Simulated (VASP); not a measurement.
Here is a VASP 6.6.1 calculation.

File INCAR:

```
PREC     = Accurate       # precision mode
ENCUT    = 520            # plane-wave cutoff, eV
EDIFF    = 1E-6           # SCF threshold, eV
ISMEAR   = 0              # smearing method
SIGMA    = 0.02           # smearing width, eV
LREAL    = False          # projectors in reciprocal space
LASPH    = True           # aspherical terms in the spheres
NELM     = 100            # most SCF steps
ALGO     = Normal         # electronic algorithm
ISIF     = 2              # what is computed and relaxed
LWAVE    = False          # write WAVECAR
LCHARG   = True           # write CHGCAR
GGA      = PE             # functional
LELF     = True           # ELF
LVHAR    = True         
NBANDS   = 32             # bands
```

KPOINTS

```
regular mesh
0
Gamma
  6 6 4
```

The input POSCAR:

```
Rb3NaO2
1.0
    4.6896963873      0.0000000000      0.0000000000
    0.0000000000      4.6896963873      0.0000000000
    0.0000000000      0.0000000000      6.6228092285
Rb Na O
3 1 2
Direct
    0.5000000000      0.5000000000      0.0000000000
    0.0000000000      0.0000000000      0.0000000000
    0.5000000000      0.5000000000      0.5000000000
    0.0000000000      0.0000000000      0.5000000000
    0.0000000000      0.5000000000      0.2634754931
    0.5000000000      0.0000000000      0.7365245069
```

Potentials or basis: VASP PAW PBE potentials, release 64 (Rb_sv, Na_pv, O).

Run with:

```sh
$ cat potpaw_PBE.64/Rb_sv/POTCAR potpaw_PBE.64/Na_pv/POTCAR potpaw_PBE.64/O/POTCAR > POTCAR
$ mpirun -np 1 vasp_std > vasp.out
```

Q: Predict the largest force.

A: 0.004 eV/Å.

Q: What does it give for the band gap on the k mesh?

A: 1.14 eV (least direct gap 1.29 eV).

Forces on the atoms (eV/Å):
```
Rb   0.000  0.000  0.000
Rb   0.000  0.000  0.000
Rb   0.000  0.000  0.000
Na   0.000  0.000  0.000
O    0.000  0.000 -0.004
O    0.000  0.000  0.004
```

A k mesh can miss the band edges.
